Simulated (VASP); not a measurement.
Runs of VASP 6.6.1 on In3As. The structure is that of space group Pm-3m (No. 221), or close to it. The cells are those of the table. 

```csv
task,level,cell,cutoff (eV),gap on the mesh (eV),pressure (GPa),relaxed volume (Å³/atom)
relaxation of cell and atoms,PBEsol+D4,"relaxed from a = 4.672 Å, 4 atoms",600,none,0.0,23.47
single point,PBE,"a = 4.763 Å, 4 atoms",520,none,-1.6,-
single point,r2SCAN,"a = 4.640 Å, 4 atoms",520,none,-0.1,-
relaxation of cell and atoms,PBEsol+D3(BJ),"relaxed from a = 4.672 Å, 4 atoms",600,none,0.0,(a)
single point,r2SCAN,"a = 4.733 Å, 4 atoms",520,none,(b),-
```

Alike in all rows: potentials or basis VASP PAW PBE potentials, release 64 (In_d, As); no spin polarisation; k mesh 6 × 6 × 6; smearing fermi-dirac 0.05 eV.

**Question.** Estimate the missing entries.

**Answer.** (a) 22.96; (b) -2.4.

Caveats: spin-orbit coupling is left out, which moves the levels of the heavy elements; the PAW data sets were made with another functional, which shifts forces and pressure a little (at least some runs).

A k mesh can miss the band edges, and the runs leave out spin-orbit coupling on As, In.

A gap of «none» marks levels without a gap at the run's occupations.
